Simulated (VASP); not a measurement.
Input of a VASP 6.6.1 run:

INCAR

```
SYSTEM = CaPtC4N4
PREC = Accurate
ENCUT = 520
EDIFF = 1E-6
ISMEAR = 0
SIGMA = 0.02
LREAL = .False.
LASPH = .True.
NELM = 80
ALGO = Normal
ISIF = 2
LWAVE = .False.
LCHARG = .True.
GGA = PE
LELF = .True.
LVHAR = .True.
NBANDS = 39
```

Contents of KPOINTS:

```
regular mesh
0
Gamma
  4 4 4
  0 0 0
```

Contents of POSCAR:

```
CaPtC4N4
1.0
    3.8884553401     -4.0604610553      0.0000000000
    3.8884553401      4.0604610553      0.0000000000
    0.0000000000      0.0000000000      7.8161020681
Ca Pt C N
1 1 4 4
Direct
    0.0000000000      0.0000000000      0.0000000000
    0.5000000000      0.5000000000      0.5000000000
    0.2254248147      0.7745751853      0.7797785343
    0.7745751853      0.2254248147      0.2202214657
    0.2254248147      0.7745751853      0.2202214657
    0.7745751853      0.2254248147      0.7797785343
    0.3295705062      0.6704294938      0.6766026083
    0.6704294938      0.3295705062      0.3233973917
    0.3295705062      0.6704294938      0.3233973917
    0.6704294938      0.3295705062      0.6766026083
```

Potentials or basis: VASP PAW PBE potentials, release 64 (Ca_sv, Pt, C, N).

Launch:

```sh
$ cat potpaw_PBE.64/Ca_sv/POTCAR potpaw_PBE.64/Pt/POTCAR potpaw_PBE.64/C/POTCAR potpaw_PBE.64/N/POTCAR > POTCAR
$ mpirun -np 1 vasp_std > vasp.out
```

Problem. Estimate the band gap on the k mesh.

Solution. 3.83 eV (least direct gap 3.89 eV).

Problem. Predict the largest force.

Solution. 0.384 eV/Å.

Problem. What does it give for the pressure?

Solution. 0.3 GPa.

Forces on the atoms (eV/Å):
```
Ca   0.000  0.000  0.000
Pt   0.000  0.000  0.000
C    0.000  0.260  0.247
C    0.000 -0.260 -0.247
C    0.000  0.260 -0.247
C    0.000 -0.260  0.247
N    0.000 -0.279 -0.264
N    0.000  0.279  0.264
N    0.000 -0.279  0.264
N    0.000  0.279 -0.264
```

Caveat: spin-orbit coupling is left out, which moves the levels of the heavy elements. A k mesh can miss the band edges.
